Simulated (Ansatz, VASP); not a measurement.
One calculation of HfH2, two programs

```
Hf H
1.0
    -1.73900    1.73900    2.18050
     1.73900   -1.73900    2.18050
     1.73900    1.73900   -2.18050
Hf H
1 2
Direct
  0.00000 0.00000 0.00000
  0.75000 0.25000 0.50000
  0.25000 0.75000 0.50000
```

Alike in both runs: task relaxation of cell and atoms; functional LDA; k mesh 8 × 8 × 8; occupations gaussian, width 0.1 eV; no spin polarisation.

```csv
,VASP,Ansatz
version,VASP 6.6.1,Ansatz 0.2.0
potentials or method,"VASP PAW LDA potentials, release 64 (Hf_pv, H), cutoff 600 eV","scalar-relativistic, plane waves, PAW"
valence electrons in the cell,12,28
```

Ansatz gave:

* gap on the k mesh at the Fermi level, each at its own relaxed structure (eV): none
* relaxed volume (Å³/atom): 8.28
* relaxed cell length with the largest relative difference (Å): 3.214

What did VASP give for the same quantities?

gap on the k mesh at the Fermi level, each at its own relaxed structure (eV): none; relaxed volume (Å³/atom): 8.30; relaxed cell length with the largest relative difference (Å): 3.221.

LDA's correlation is that of Perdew and Zunger in VASP and of Perdew and Wang (1992) in Ansatz. A gap of «none» marks a metal or a gap that the smearing closes. VASP's potentials hold 12 valence electrons a cell and Ansatz's 28, so a difference there can come from the potentials and not from the codes.

Neither program's run includes spin-orbit coupling.
